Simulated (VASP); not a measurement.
Set up this calculation in VASP 6.6.1, as the native input.

| Property | Result |
| --- | --- |
| Task | single point |
| Functional | LDA |
| Potentials or basis | VASP PAW LDA potentials, release 64 (Ni) |
| Cutoff | 520 eV |
| k mesh | 20 × 20 × 11 |
| Occupations | fermi-dirac, width 0.1 eV |
| Spin | collinear spin, ferromagnetic start |
| Starting moments | [1.0, 1.0] μB |
| Dipole correction | no |
| Further INCAR settings | ALGO = Normal; EDIFF = 1e-06; NBANDS = 21 |

The structure of Ni lies in POSCAR:

```
Ni
1.0
    2.1352784762      0.0000000000      0.0000000000
   -1.0676392381      1.8492054046      0.0000000000
    0.0000000000      0.0000000000      3.5067406857
Ni
2
Direct
    0.3333333333      0.6666666667      0.2500000000
    0.6666666667      0.3333333333      0.7500000000
```

One way to write it, as run:

INCAR

```
PREC = Accurate
ENCUT = 520
EDIFF = 1E-6
ISMEAR = -1
SIGMA = 0.1
LREAL = False
LASPH = True
NELM = 150
ALGO = Normal
ISIF = 2
LWAVE = False
LCHARG = False
ISPIN = 2
MAGMOM = 1 1
LORBIT = 11
LMAXMIX = 4
NBANDS = 21
```

KPOINTS

```
Automatic mesh
0
Gamma
  20 20 11
```

Potentials or basis: VASP PAW LDA potentials, release 64 (Ni).

Launch:

```bash
$ cat potpaw_LDA.64/Ni/POTCAR > POTCAR
$ mpirun -np 1 vasp_std > vasp.out
```

It gave:

The pressure is 229.9 GPa, the net moment is 0.75 μB per cell and the site moments are Ni +0.36 μB.

It took 94 s on 1 thread of Intel(R) Xeon(R) Platinum 8488C (Sapphire Rapids) (shared host), peak memory 0.21 GiB.
